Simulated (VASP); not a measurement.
# Sn in VASP: notebook, part 2 of 2

VASP 6.6.1.

## (3) Single point, PBE (strained)

File INCAR:

```
SYSTEM = Sn
  PREC = Accurate
  ENCUT = 520
  EDIFF = 1E-6
  ISMEAR = 0
  SIGMA = 0.1
  LREAL = .False.
  LASPH = .True.
  NELM = 80
  ALGO = Normal
  ISIF = 2
  LWAVE = .False.
  LCHARG = .False.
  GGA = PE
  NBANDS = 21
```

File KPOINTS:

```
Automatic mesh
0
Gamma
  14 14 14
  0 0 0
```

File POSCAR:

```
Sn
1.0
   -2.9570168615      2.9570168615      1.7044401017
    2.9570168615     -2.9570168615      1.7044401017
    2.9570168615      2.9570168615     -1.7044401017
Sn
2
Direct
    0.7500000000      0.2500000000      0.5000000000
    0.0000000000      0.0000000000      0.0000000000
```

Potentials or basis: VASP PAW PBE potentials, release 64 (Sn_d).

Command:

```
$ cat potpaw_PBE.64/Sn_d/POTCAR > POTCAR
$ mpirun -np 1 vasp_std > vasp.out
```

OUTCAR:

```text
SYSTEM = Sn
   PREC = Accurate
   ENCUT = 520
   EDIFF = 1E-6
   ISMEAR = 0
   LREAL = .False.
   LASPH = .True.
   NELM = 80
   ISIF = 2
   GGA = PE

 ion  position               nearest neighbor table
   1  0.750  0.250  0.500-   2 3.08   2 3.08   2 3.08   2 3.08
   2  0.000  0.000  0.000-   1 3.08   1 3.08   1 3.08   1 3.08

  LATTYP: Found a body centered tetragonal cell.
 ALAT       =     5.9140337230
 C/A-ratio  =     0.5764052697

  Lattice vectors:

 A1 = (  -2.9570168615,   2.9570168615,   1.7044401017)
 A2 = (   2.9570168615,  -2.9570168615,   1.7044401017)
 A3 = (   2.9570168615,   2.9570168615,  -1.7044401017)

Analysis of symmetry for initial positions (statically):
=====================================================================
 Subroutine PRICEL returns:
 Original cell was already a primitive cell.

 Routine SETGRP: Setting up the symmetry group for a
 body centered tetragonal supercell.

 Subroutine GETGRP returns: Found 16 space group operations
 (whereof  8 operations were pure point group operations)
 out of a pool of 16 trial point group operations.

The static configuration has the point symmetry D_2d.
 The point group associated with its full space group is D_4h.

Analysis of symmetry for dynamics (positions and initial velocities):
=====================================================================
 Subroutine PRICEL returns:
 Original cell was already a primitive cell.

 Routine SETGRP: Setting up the symmetry group for a
 body centered tetragonal supercell.

 Subroutine GETGRP returns: Found 16 space group operations
 (whereof  8 operations were pure point group operations)
 out of a pool of 16 trial point group operations.

The dynamic configuration has the point symmetry D_2d.
 The point group associated with its full space group is D_4h.

 Subroutine INISYM returns: Found 16 space group operations
 (whereof  8 operations are pure point group operations),
[... 111 lines left out ...]
   ISMEAR =     0;   SIGMA  =   0.10  broadening in eV -4-tet -1-fermi 0-gaus
   EFERMI_NEDOS =   21; number of points for ismear=-14 and -15
   IALGO  =     38    algorithm
   IMIX   =      4    mixing-type and parameters
     AMIX     =   0.40;   BMIX     =  1.00
     AMIX_MAG =   1.60;   BMIX_MAG =  1.00
  volume/ion in A,a.u.               =      29.81       201.15
  Fermi-wavevector in a.u.,A,eV,Ry     =   1.272558  2.404787 22.033342  1.619405
  Thomas-Fermi vector in A             =   2.405430
   LORBIT       =      0    0 simple, 1 ext, 2 COOP (PROOUT), +10 PAW based schemes
   GGA     = PE    functional components
   LHFCALC =     F    Hartree Fock is set to
   AEXX    =    0.0000 exact exchange contribution
   IVDW    =     0    specifies the selected vdW correction
   LEPSILON=     F    determine dielectric tensor
   LRPA    =     F    only Hartree local field effects (RPA)
 non-spin polarized calculation
 Gauss-broadening in eV      SIGMA  =   0.10
  energy-cutoff  :      520.00
  volume of cell :       59.61
 maximum number of plane-waves:      1631
 NGX is ok and might be reduce to    36
   NGX = 17   NGY = 17   NGZ = 17

 number of electron      27.9999989 magnetization

 Free energy of the ion-electron system (eV)
  ---------------------------------------------------
  ext. energy  EPLUGINS =         0.00000000
  ---------------------------------------------------
  free energy    TOTEN  =        -7.57959437 eV

  energy without entropy =       -7.57496428  energy(sigma->0) =       -7.57727933

 E-fermi :   6.8591     XC(G=0):  -9.8686

 val. band max:        6.8583452057   @ k =   0.2143   0.0714   0.0000
 cond. band min:       6.8604869422   @ k =  -0.2143  -0.2143   0.1429
 fundamental gap:      0.0021417365
 Fermi energy:         6.8591303415

 k-point     1 :       0.0000    0.0000    0.0000
  band No.  band energies     occupation
      1     -14.6932      2.00000
      2     -14.5915      2.00000
      3     -14.5850      2.00000
      4     -14.5453      2.00000
      5     -14.4785      2.00000
      6     -14.4785      2.00000
[... 565 lines left out ...]
     20      14.4413      0.00000
     21      15.6931      0.00000

 [... further k-points ...]

------------------------ aborting loop because EDIFF is reached ----------------------------------------

  FORCE on cell =-STRESS in cart. coord.  units (eV):
  Direction    XX          YY          ZZ          XY          YZ          ZX
  --------------------------------------------------------------------------------------
  -------------------------------------------------------------------------------------
  Total       -0.4460104     -0.4460104     -1.1542999      0.0000000     -0.0000000      0.0000000
  in kB      -11.9868812    -11.9868812    -31.0227218      0.0000000     -0.0000000      0.0000000
  external PRESSURE =     -18.3321614 kB  Pullay stress =       0.0000000 kB

 VOLUME and BASIS-vectors are now :
 -----------------------------------------------------------------------------
  energy-cutoff  :      520.00
  volume of cell :       59.61
      direct lattice vectors                 reciprocal lattice vectors
    -2.957016862  2.957016862  1.704440102     0.000000000  0.169089330  0.293351465
     2.957016862 -2.957016862  1.704440102     0.169089330  0.000000000  0.293351465
     2.957016862  2.957016862 -1.704440102     0.169089330  0.169089330  0.000000000

 POSITION                                       TOTAL-FORCE (eV/Angst)
 -----------------------------------------------------------------------------------
     -0.00000      2.95702      0.85222         0.000000     -0.000000      0.000000
      0.00000      0.00000      0.00000        -0.000000      0.000000     -0.000000
 -----------------------------------------------------------------------------------
    total drift:                               -0.000000      0.000000     -0.000000

  FREE ENERGIE OF THE ION-ELECTRON SYSTEM (eV)
  ---------------------------------------------------
  free  energy   TOTEN  =        -7.5795943718 eV

  energy  without entropy=       -7.5749642820  energy(sigma->0) =       -7.57727933
```

Wall time 2 min (1 thread of Intel Xeon 6975P-C (Granite Rapids), shared host); peak memory 0.37 GiB.

Results:

- Free energy: -7.5796 eV
- Pressure: -1.8 GPa
- Band gap on the k mesh: zero (bands 14 and 15 overlap by 3.87 eV)

Stress tensor (GPa, compression positive):
```
-1.20  0.00  0.00
 0.00 -1.20  0.00
 0.00  0.00 -3.10
```

Levels at points of the mesh, in eV from the Fermi level:
| k point | band 12 | band 13 | band 14 | band 15 | band 16 | band 17 |
| --- | --- | --- | --- | --- | --- | --- |
| (0.00, 0.00, 0.00) | -3.39 | -1.55 | -1.55 | 3.31 | 5.49 | 5.57 |
| (0.50, 0.00, 0.00) | -5.33 | -2.23 | -1.30 | -1.19 | 2.27 | 2.71 |
| (0.50, 0.50, 0.00) | -8.31 | 0.83 | 0.83 | 1.81 | 1.81 | 4.89 |
| (0.50, 0.50, 0.50) | -7.09 | -4.25 | -4.25 | 3.83 | 3.83 | 9.10 |

Caveat: the cell differs from its parent crystal (strained); spin-orbit coupling is left out, which moves the levels of the heavy elements.

## (4) Single point, PBE (atoms moved at random and the cell strained at random)

File INCAR:

```
PREC = Accurate
ENCUT = 520
EDIFF = 1E-6
ISMEAR = 0
SIGMA = 0.1
LREAL = False
LASPH = True
NELM = 80
ALGO = Normal
ISIF = 2
LWAVE = False
LCHARG = False
GGA = PE
NBANDS = 21
```

File KPOINTS:

```
regular mesh
0
Gamma
  12 12 8
```

File POSCAR:

```
Sn
1.0
   -3.0832623032      3.0574821330      1.6559080038
    3.0899153995     -3.0734751529      1.6975403926
    3.1037844836      3.0939973332     -1.6853094083
Sn
2
Direct
    0.7469331430      0.2508088082      0.5126609598
    0.0030668570     -0.0008088082     -0.0126609598
```

Command:

```
$ cat potpaw_PBE.64/Sn_d/POTCAR > POTCAR
$ mpirun -np 1 vasp_std > vasp.out
```

Run time: 4.3 min. Hardware: 1 thread of Intel Xeon 6975P-C (Granite Rapids), shared host; peak memory 0.68 GiB.

The run converged. Its results:

```yaml
Free_energy: -7.4987 eV
Pressure: -4.1 GPa
Largest_force: 0.163 eV/Å
Band_gap_on_the_k_mesh: zero (bands 14 and 15 overlap by 3.43 eV)
```

Forces on the atoms (eV/Å):
```
Sn  -0.127 -0.102  0.003
Sn   0.127  0.102 -0.003
```

Stress tensor (GPa, compression positive):
```
-4.42 -0.09  0.30
-0.09 -3.87  0.06
 0.30  0.06 -4.10
```

Levels at points of the mesh, in eV from the Fermi level:
| k point | band 12 | band 13 | band 14 | band 15 | band 16 | band 17 |
| --- | --- | --- | --- | --- | --- | --- |
| (0.00, 0.00, 0.00) | -4.09 | -1.62 | -1.51 | 3.15 | 5.31 | 5.61 |
| (0.50, 0.00, 0.00) | -4.97 | -2.36 | -1.40 | -0.73 | 2.10 | 2.66 |
| (0.00, 0.50, 0.00) | -5.15 | -2.19 | -1.36 | -0.91 | 2.27 | 2.68 |
| (0.50, 0.50, 0.00) | -8.02 | 0.43 | 0.65 | 1.26 | 1.36 | 5.33 |
| (0.00, 0.00, 0.50) | -7.85 | 0.33 | 0.95 | 1.20 | 1.44 | 5.28 |
| (0.50, 0.00, 0.50) | -4.71 | -2.52 | -1.33 | -0.85 | 2.32 | 2.61 |
| (0.00, 0.50, 0.50) | -5.21 | -2.15 | -1.40 | -0.72 | 2.22 | 2.71 |
| (0.50, 0.50, 0.50) | -7.14 | -3.93 | -3.89 | 4.42 | 4.68 | 7.79 |

Caveat: the cell differs from its parent crystal (atoms moved at random and the cell strained at random); the cell stands under tension; spin-orbit coupling is left out, which moves the levels of the heavy elements.

## (5) The runs side by side

```tsv
cell	k mesh	gap on the mesh (eV)	pressure (GPa)
a = 4.317 Å, angles 97.2, 97.2, 138.5°, 2 atoms, atomic positions A	14 × 14 × 14	none	8.5
a = 4.516 Å, angles 98.2, 98.2, 135.7°, 2 atoms, atomic positions A	14 × 14 × 14	none	-1.8
a = 4.647, b = 4.677, c = 4.695 Å, angles 97.3, 97.6, 137.8°, 2 atoms, atomic positions B	12 × 12 × 8	none	-4.1
```

Alike in all rows: task single point; level PBE; potentials or basis VASP PAW PBE potentials, release 64 (Sn_d); no spin polarisation; cutoff (eV) 520; smearing gaussian 0.1 eV.

Caveats: spin-orbit coupling is left out, which moves the levels of the heavy elements; the cell stands under pressure (at least some runs); the cell stands under tension (at least some runs).

Absolute energies hang on the potentials; compare differences alone.
